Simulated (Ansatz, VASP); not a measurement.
**CdSe in VASP and in Ansatz**

```
Cd Se
1.0
     0.00000    3.02878    3.02878
     3.02878    0.00000    3.02878
     3.02878    3.02878    0.00000
Cd Se
1 1
Direct
  0.00000 0.00000 0.00000
  0.25000 0.25000 0.25000
```

Alike in both runs: task single point; functional BLYP; dispersion D4; k mesh 8 × 8 × 8; occupations fermi-dirac, width 0.05 eV; no spin polarisation.

|  | VASP | Ansatz |
| --- | --- | --- |
| version | VASP 6.6.1 | Ansatz 0.2.0 |
| potentials or method | VASP PAW PBE potentials, release 64 (Cd, Se) | Ansatz PAW |
| plane-wave cutoff (eV) | 520 | 420 |
| valence electrons in the cell | 18 | 36 |

```tsv
	VASP	Ansatz	Ansatz less VASP
gap on the k mesh at the Fermi level (eV)	0.60	0.57	-0.031
least direct gap on the mesh (eV)	0.60	0.57	-0.031
pressure (GPa)	2.8	2.3	-0.49
```

VASP's potentials were made for PBE, not for BLYP. VASP's potentials hold 18 valence electrons a cell and Ansatz's 36, so a difference there can come from the potentials and not from the codes.
